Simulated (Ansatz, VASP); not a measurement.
## ZnS: VASP beside Ansatz

File INCAR:

```
SYSTEM = ZnS
PREC = Accurate ; ENCUT = 520
EDIFF = 1E-6 ; ISMEAR = -1
SIGMA = 0.05 ; LREAL = .False.
LASPH = .True. ; NELM = 60
ALGO = Normal ; ISIF = 2
LWAVE = .False. ; LCHARG = .False.
GGA = RE ; IVDW = 13
NBANDS = 46
```

Contents of KPOINTS:

```
regular mesh
0
Gamma
  8 8 3
  0 0 0
```

Contents of POSCAR:

```
ZnS
1.0
    3.8976739363      0.0000000000      0.0000000000
   -1.9488369681      3.3754846444      0.0000000000
    0.0000000000      0.0000000000     12.7655525367
Zn S
4 4
Direct
    0.6666666667      0.3333333333      0.7500000000
    0.3333333333      0.6666666667      0.2500000000
    0.0000000000      0.0000000000      0.5000000000
    0.0000000000      0.0000000000      0.0000000000
    0.6666666667      0.3333333333      0.9375000000
    0.3333333333      0.6666666667      0.4375000000
    0.0000000000      0.0000000000      0.6875000000
    0.0000000000      0.0000000000      0.1875000000
```

The input input.yaml:

```yaml
crystal:
  lattice:
    - [3.8976739363, 0.0, 0.0]
    - [-1.9488369681, 3.3754846444, 0.0]
    - [0.0, 0.0, 12.7655525367]
  atoms:
    - { symbol: Zn, position: [0.6666666667, 0.3333333333, 0.75] }
    - { symbol: Zn, position: [0.3333333333, 0.6666666667, 0.25] }
    - { symbol: Zn, position: [0.0, 0.0, 0.5] }
    - { symbol: Zn, position: [0.0, 0.0, 0.0] }
    - { symbol: S, position: [0.6666666667, 0.3333333333, 0.9375] }
    - { symbol: S, position: [0.3333333333, 0.6666666667, 0.4375] }
    - { symbol: S, position: [0.0, 0.0, 0.6875] }
    - { symbol: S, position: [0.0, 0.0, 0.1875] }
hamiltonian:
  xc: revpbe
  pseudopotentials: { kind: paw }
  dispersion: d4
kpoints:
  mp_grid: { grid: [8, 8, 3] }
scf:
  occupations: { method: fermi_dirac, width: 0.05 }
output:
  forces: true
  stress: true
  eigenvalues: true
```

Alike in both runs: task single point; functional revPBE; dispersion D4; k mesh 8 × 8 × 3; occupations fermi-dirac, width 0.05 eV; no spin polarisation.

|  | VASP | Ansatz |
| --- | --- | --- |
| version | VASP 6.6.1 | Ansatz 0.2.0 |
| potentials or method | VASP PAW PBE potentials, release 64 (Zn, S) | Ansatz PAW |
| plane-wave cutoff (eV) | 520 | 420 |
| valence electrons in the cell | 72 | 72 |

```tsv
	VASP	Ansatz	Ansatz less VASP
gap on the k mesh at the Fermi level (eV)	2.00	2.00	+0.001
least direct gap on the mesh (eV)	2.00	2.00	+0.001
pressure (GPa)	-5.4	-5.5	-0.11
traceless stress, the component that is largest in VASP (GPa)	-0.09	-0.10	-0.005
rms of the force components (eV/Å)	0.011	0.011	+0.0004
```

VASP's potentials were made for PBE, not for revPBE. Atom by atom the forces differ by 0.001 eV/Å (rms over components).

Noted on Ansatz's run: odd divisions of the mesh miss points on the zone boundary, where band edges often lie, so the gap on the mesh can be too wide.
